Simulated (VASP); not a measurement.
# LiCl in VASP: notebook, part 2 of 2

VASP 6.6.1. Earlier steps stand in the parts before.

## 4. Single point, PBE (uniaxial x strain +4.1%)

INCAR

```
SYSTEM = LiCl
PREC     = Accurate       ! precision mode
ENCUT    = 520            ! plane-wave cutoff, eV
EDIFF    = 1E-6           ! SCF threshold, eV
ISMEAR   = -1             ! smearing method
SIGMA    = 0.02           ! smearing width, eV
LREAL    = .FALSE.        ! projectors in reciprocal space
LASPH    = .TRUE.         ! aspherical terms in the spheres
NELM     = 80             ! most SCF steps
ALGO     = Normal         ! electronic algorithm
ISIF     = 2              ! what is computed and relaxed
LWAVE    = .FALSE.        ! write WAVECAR
LCHARG   = .TRUE.         ! write CHGCAR
GGA      = PE             ! functional
LELF     = .TRUE.         ! ELF
LVHAR    = .TRUE.       
NBANDS   = 12             ! bands
```

KPOINTS

```
regular mesh
0
G
  8 8 8
  0 0 0
```

POSCAR

```
LiCl
1.0
    3.4062209270      0.0000000000      0.0000000000
    0.0000000000      3.2711235254      0.0000000000
    0.0000000000      0.0000000000      3.2711235254
Li Cl
1 1
Direct
    0.0000000000      0.0000000000      0.0000000000
    0.5000000000      0.5000000000      0.5000000000
```

Potentials or basis: VASP PAW PBE potentials, release 64 (Li_sv, Cl).

On the command line:

```console
cat potpaw_PBE.64/Li_sv/POTCAR potpaw_PBE.64/Cl/POTCAR > POTCAR
mpirun -np 1 vasp_std > vasp.out
```

OUTCAR:

```text
SYSTEM = LiCl
   PREC = Accurate
   ENCUT = 520
   EDIFF = 1E-6
   ISMEAR = -1
   LREAL = .FALSE.
   LASPH = .TRUE.
   NELM = 80
   ISIF = 2
   GGA = PE

 ion  position               nearest neighbor table
   1  0.000  0.000  0.000-
   2  0.500  0.500  0.500-

  LATTYP: Found a simple tetragonal cell.
 ALAT       =     3.2711235254
 C/A-ratio  =     1.0413000000

  Lattice vectors:

 A1 = (   0.0000000000,   3.2711235254,   0.0000000000)
 A2 = (   0.0000000000,   0.0000000000,   3.2711235254)
 A3 = (   3.4062209270,   0.0000000000,   0.0000000000)

Analysis of symmetry for initial positions (statically):
=====================================================================
 Subroutine PRICEL returns:
 Original cell was already a primitive cell.

 Routine SETGRP: Setting up the symmetry group for a
 simple tetragonal supercell.

 Subroutine GETGRP returns: Found 16 space group operations
 (whereof 16 operations were pure point group operations)
 out of a pool of 16 trial point group operations.

The static configuration has the point symmetry D_4h.
[... 164 lines left out ...]
 cond. band min:       5.4708924397   @ k =   0.0000   0.0000   0.0000
 fundamental gap:      4.1468136594
 Fermi energy:         1.8458293381

 k-point     1 :       0.0000    0.0000    0.0000
  band No.  band energies     occupation
      1     -44.1373      2.00000
      2     -12.8261      2.00000
      3       0.1783      2.00000
      4       0.6106      2.00000
      5       0.6106      2.00000
      6       5.4709      0.00000
      7       9.8201      0.00000
      8      10.1765      0.00000
      9      13.8564      0.00000
     10      14.3273      0.00000
     11      14.3273      0.00000
     12      17.8913      0.00000
[... 331 lines left out ...]
 k-point    24 :       0.3750    0.5000    0.0000
  band No.  band energies     occupation
      1     -44.1335      2.00000
      2     -11.9907      2.00000
      3      -2.0853      2.00000
      4      -1.5596      2.00000
      5       1.2839      2.00000
      6       6.7914      0.00000
      7       9.8666      0.00000
      8      11.1931      0.00000
      9      12.5921      0.00000
     10      13.4484      0.00000
     11      15.1703      0.00000
     12      16.3820      0.00000

 [... further k-points ...]
[... 5 lines left out ...]
  --------------------------------------------------------------------------------------
  -------------------------------------------------------------------------------------
  Total       -0.8876299      0.1147786      0.1147786      0.0000000      0.0000000      0.0000000
  in kB      -39.0189702      5.0455061      5.0455061      0.0000000      0.0000000      0.0000000
  external PRESSURE =      -9.6426526 kB  Pullay stress =       0.0000000 kB

 VOLUME and BASIS-vectors are now :
 -----------------------------------------------------------------------------
  energy-cutoff  :      520.00
  volume of cell :       36.45
      direct lattice vectors                 reciprocal lattice vectors
     3.406220927  0.000000000  0.000000000     0.293580487  0.000000000  0.000000000
     0.000000000  3.271123525  0.000000000     0.000000000  0.305705362  0.000000000
     0.000000000  0.000000000  3.271123525     0.000000000  0.000000000  0.305705362

 POSITION                                       TOTAL-FORCE (eV/Angst)
 -----------------------------------------------------------------------------------
      0.00000      0.00000      0.00000         0.000000      0.000000      0.000000
      1.70311      1.63556      1.63556         0.000000      0.000000      0.000000
 -----------------------------------------------------------------------------------
    total drift:                                0.000000      0.000000      0.000000

  FREE ENERGIE OF THE ION-ELECTRON SYSTEM (eV)
  ---------------------------------------------------
  free  energy   TOTEN  =        -6.8044685113 eV

  energy  without entropy=       -6.8044685113  energy(sigma->0) =       -6.80446851
```

OSZICAR:

```text
N       E                     dE             d eps       ncg     rms          rms(c)
DAV:   1     0.418668188834E+02    0.41867E+02   -0.40764E+03  1800   0.769E+02
DAV:   2    -0.424559121962E+01   -0.46112E+02   -0.43220E+02  2296   0.140E+02
DAV:   3    -0.688205648069E+01   -0.26365E+01   -0.26296E+01  2356   0.349E+01
DAV:   4    -0.693973586673E+01   -0.57679E-01   -0.57666E-01  2432   0.535E+00
DAV:   5    -0.694048805587E+01   -0.75219E-03   -0.75218E-03  2432   0.559E-01    0.287E+00
DAV:   6    -0.681475011813E+01    0.12574E+00   -0.26635E-01  2108   0.212E+00    0.192E+00
DAV:   7    -0.680262683945E+01    0.12123E-01   -0.80298E-02  2660   0.134E+00    0.103E+00
DAV:   8    -0.680445661967E+01   -0.18298E-02   -0.77714E-03  2068   0.627E-01    0.227E-01
DAV:   9    -0.680440535426E+01    0.51265E-04   -0.37701E-04  2328   0.135E-01    0.105E-01
DAV:  10    -0.680447413709E+01   -0.68783E-04   -0.21590E-04  1964   0.845E-02    0.686E-02
DAV:  11    -0.680446838083E+01    0.57563E-05   -0.32782E-05  2620   0.298E-02    0.297E-03
DAV:  12    -0.680446851132E+01   -0.13049E-06   -0.82652E-07  2148   0.681E-03
   1 F= -.68044685E+01 E0= -.68044685E+01  d E =-.293599E-13
```

stdout:

```text
POSCAR found type information on POSCAR LiCl
 POSCAR found :  2 types and       2 ions
 scaLAPACK will be used
 LDA part: xc-table for (Slater+PW92), standard interpolation
 POSCAR, INCAR and KPOINTS ok, starting setup
 FFT: planning ... GRIDC
 FFT: planning ... GRID_SOFT
 FFT: planning ... GRID
 WAVECAR not read
 entering main loop
```

Wall time 31 s (1 thread of Intel Xeon 8259CL, shared host); peak memory 0.15 GiB.

What came out:

* Free energy: -6.8045 eV
* Band gap on the k mesh: 4.15 eV (least direct gap 4.86 eV)

Levels at points of the mesh, in eV from the valence-band top:
```
           k point  band 3  band 4  band 5  band 6  band 7  band 8
(0.00, 0.00, 0.00)   -1.15   -0.71   -0.71    4.15    8.50    8.85
(0.50, 0.00, 0.00)   -3.83   -0.34   -0.34    5.85    8.96   10.23
(0.00, 0.50, 0.00)   -3.83   -0.64   -0.26    5.57    9.16    9.57
(0.50, 0.50, 0.00)   -3.33   -3.18    0.00    5.09    9.40    9.81
(0.00, 0.50, 0.50)   -3.19   -3.19   -0.28    5.31    9.34    9.34
(0.50, 0.50, 0.50)   -2.48   -2.48   -2.31    5.14    5.14    5.26
```

Caveat: the cell differs from its parent crystal (uniaxial x strain +4.1%); the cutoff is under 1.25 times the usual one of these potentials, so pressure, stress and relaxed cells hold a basis-set (Pulay) error. A k mesh can miss the band edges.

## 5. Single point, PBE (shear xy strain +3.2%)

INCAR

```
SYSTEM = LiCl
ALGO = Normal
EDIFF = 1E-6
ENCUT = 520
GGA = PE
ISIF = 2
ISMEAR = -1
LASPH = .True.
LCHARG = .False.
LREAL = .False.
LWAVE = .False.
NBANDS = 12
NELM = 60
PREC = Accurate
SIGMA = 0.02
```

KPOINTS

```
k-points
0
Gamma
  8 8 8
  0 0 0
```

POSCAR

```
LiCl
1.0
    3.2711235254      0.0523379764      0.0000000000
    0.0523379764      3.2711235254      0.0000000000
    0.0000000000      0.0000000000      3.2711235254
Li Cl
1 1
Direct
    0.0000000000      0.0000000000      0.0000000000
    0.5000000000      0.5000000000      0.5000000000
```

On the command line:

```console
cat potpaw_PBE.64/Li_sv/POTCAR potpaw_PBE.64/Cl/POTCAR > POTCAR
mpirun -np 1 vasp_std > vasp.out
```

Wall time 29 s (1 thread of Intel Xeon 8259CL, shared host); peak memory 0.15 GiB.

The run converged. Its results:

```yaml
Free_energy: -6.8231 eV
Band_gap_on_the_k_mesh: 4.44 eV (least direct gap 5.18 eV)
```

Levels at points of the mesh, in eV from the valence-band top:
```tsv
k point	band 2	band 3	band 4	band 5	band 6	band 7	band 8	band 9
(0.00, 0.00, 0.00)	-14.23	-0.89	-0.82	-0.74	4.44	8.69	8.70	13.07
(0.50, 0.00, 0.00)	-13.72	-3.94	-0.35	-0.34	5.86	9.52	10.11	10.22
(0.50, 0.50, 0.00)	-13.21	-3.38	-3.28	0.00	5.24	9.67	10.00	10.65
(0.00, 0.00, 0.50)	-13.72	-3.95	-0.40	-0.28	5.86	9.51	10.07	10.39
(0.50, 0.00, 0.50)	-13.21	-3.33	-3.33	0.00	5.23	9.82	9.84	10.64
(0.50, 0.50, 0.50)	-12.77	-2.51	-2.47	-2.43	5.08	5.20	5.31	12.04
```

Caveat: the cell differs from its parent crystal (shear xy strain +3.2%); the cutoff is under 1.25 times the usual one of these potentials, so pressure, stress and relaxed cells hold a basis-set (Pulay) error. A k mesh can miss the band edges.

## 6. Single point, r2SCAN (uniaxial z strain +2.9%)

POSCAR

```
LiCl
1.0
    3.2711235254      0.0000000000      0.0000000000
    0.0000000000      3.2711235254      0.0000000000
    0.0000000000      0.0000000000      3.3669674447
Li Cl
1 1
Direct
    0.0000000000      0.0000000000      0.0000000000
    0.5000000000      0.5000000000      0.5000000000
```

INCAR.step1

```
PREC = Accurate
ENCUT = 520
ISMEAR = 0
SIGMA = 0.01
LREAL = F
LASPH = T
NELM = 100
NBANDS = 12
GGA = PE
ALGO = Normal
EDIFF = 1E-4
LWAVE = T
LCHARG = F
```

INCAR.step2

```
PREC = Accurate
ENCUT = 520
EDIFF = 1E-6
ISMEAR = 0
SIGMA = 0.01
LREAL = F
LASPH = T
NELM = 100
ALGO = Normal
ISIF = 2
LWAVE = F
LCHARG = F
METAGGA = R2SCAN
LMIXTAU = T
NBANDS = 12
ISTART = 1
```

KPOINTS

```
regular mesh
0
Gamma
  8 8 8
```

Potentials or basis: VASP PAW PBE potentials, release 64 (Li_sv, Cl).

On the command line:

```console
cat potpaw_PBE.64/Li_sv/POTCAR potpaw_PBE.64/Cl/POTCAR > POTCAR
cp INCAR.step1 INCAR
mpirun -np 1 vasp_std > vasp.out
cp INCAR.step2 INCAR
mpirun -np 1 vasp_std > vasp.out
```

Run time: 1.8 min. Hardware: 1 thread of Intel Xeon 8259CL, shared host; peak memory 0.16 GiB.

It converged, with:

| Quantity | Value |
| --- | --- |
| Free energy | -11.9502 eV |
| Band gap on the k mesh | 5.16 eV (least direct gap 5.87 eV) |

Levels at points of the mesh, in eV from the valence-band top:
| k point | band 1 | band 2 | band 3 | band 4 | band 5 | band 6 | band 7 | band 8 | band 9 | band 10 |
| --- | --- | --- | --- | --- | --- | --- | --- | --- | --- | --- |
| (0.00, 0.00, 0.00) | -46.76 | -14.79 | -1.09 | -0.77 | -0.77 | 5.16 | 9.23 | 9.51 | 13.96 | 14.33 |
| (0.50, 0.00, 0.00) | -46.76 | -14.26 | -3.91 | -0.59 | -0.30 | 6.45 | 10.40 | 10.55 | 11.21 | 11.30 |
| (0.50, 0.50, 0.00) | -46.75 | -13.74 | -3.30 | -3.30 | -0.21 | 6.02 | 10.45 | 10.45 | 11.17 | 13.60 |
| (0.00, 0.00, 0.50) | -46.76 | -14.36 | -3.91 | -0.36 | -0.36 | 6.67 | 10.25 | 11.06 | 11.06 | 11.30 |
| (0.50, 0.00, 0.50) | -46.76 | -13.83 | -3.40 | -3.29 | 0.00 | 5.87 | 10.50 | 10.80 | 11.45 | 14.06 |
| (0.50, 0.50, 0.50) | -46.75 | -13.37 | -2.56 | -2.56 | -2.43 | 5.78 | 5.78 | 5.86 | 13.23 | 19.04 |

Caveat: the cell differs from its parent crystal (uniaxial z strain +2.9%); the cutoff is under 1.25 times the usual one of these potentials, so pressure, stress and relaxed cells hold a basis-set (Pulay) error; the PAW data sets were made with another functional, which shifts forces and pressure a little. A k mesh can miss the band edges.

## 7. Summary

```tsv
level	cell	k mesh	smearing	grid for exact exchange (PRECFOCK)	share of exact exchange	screening parameter	gap on the mesh (eV)
HSE06	a = 3.271, b = 3.271, c = 3.367 Å, 2 atoms	6 × 6 × 6	gaussian 0.01 eV	Normal	0.25	0.2079 1/Å	5.48
PBE	a = 3.271, b = 3.271, c = 3.367 Å, 2 atoms	8 × 8 × 8	fermi-dirac 0.02 eV	-	-	-	4.23
PBE	a = 3.406, b = 3.271, c = 3.271 Å, 2 atoms	8 × 8 × 8	fermi-dirac 0.02 eV	-	-	-	4.15
PBE	a = 3.272 Å, angles 90.0, 90.0, 88.2°, 2 atoms	8 × 8 × 8	fermi-dirac 0.02 eV	-	-	-	4.44
r2SCAN	a = 3.271, b = 3.271, c = 3.367 Å, 2 atoms	8 × 8 × 8	gaussian 0.01 eV	-	-	-	5.16
```

Alike in all rows: task single point; potentials or basis VASP PAW PBE potentials, release 64 (Li_sv, Cl); no spin polarisation; cutoff (eV) 520.

Caveats: the cutoff is under 1.25 times the usual one of these potentials, so pressure, stress and relaxed cells hold a basis-set (Pulay) error; the PAW data sets were made with another functional, which shifts forces and pressure a little (at least some runs).

Absolute energies hang on the potentials; compare differences alone.
